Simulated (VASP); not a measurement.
Here is a VASP 6.6.1 calculation.

File INCAR:

```
ALGO = Normal
EDIFF = 1E-6
ENCUT = 520
GGA = PE
ISIF = 2
ISMEAR = -1
LASPH = True
LCHARG = False
LREAL = False
LWAVE = False
NBANDS = 9
NELM = 80
PREC = Accurate
SIGMA = 0.08
```

KPOINTS

```
k-points
0
Gamma
  19 19 11
```

The input POSCAR:

```
Be
1.0
    2.0943904635      0.0000000000      0.0000000000
   -1.0471952317      1.8137953468      0.0000000000
    0.0000000000      0.0000000000      3.3288966824
Be
2
Direct
    0.3333333333      0.6666666667      0.2500000000
    0.6666666667      0.3333333333      0.7500000000
```

Potentials or basis: VASP PAW PBE potentials, release 64 (Be).

Run with:

```sh
$ cat potpaw_PBE.64/Be/POTCAR > POTCAR
$ mpirun -np 1 vasp_std > vasp.out
```

(1) Predict the pressure.

(2) Predict the band gap on the k mesh.

Answers

(1) 40.0 GPa.

(2) zero (band 2 reaches 9.84 eV, above the bottom of band 3 at 8.23 eV).
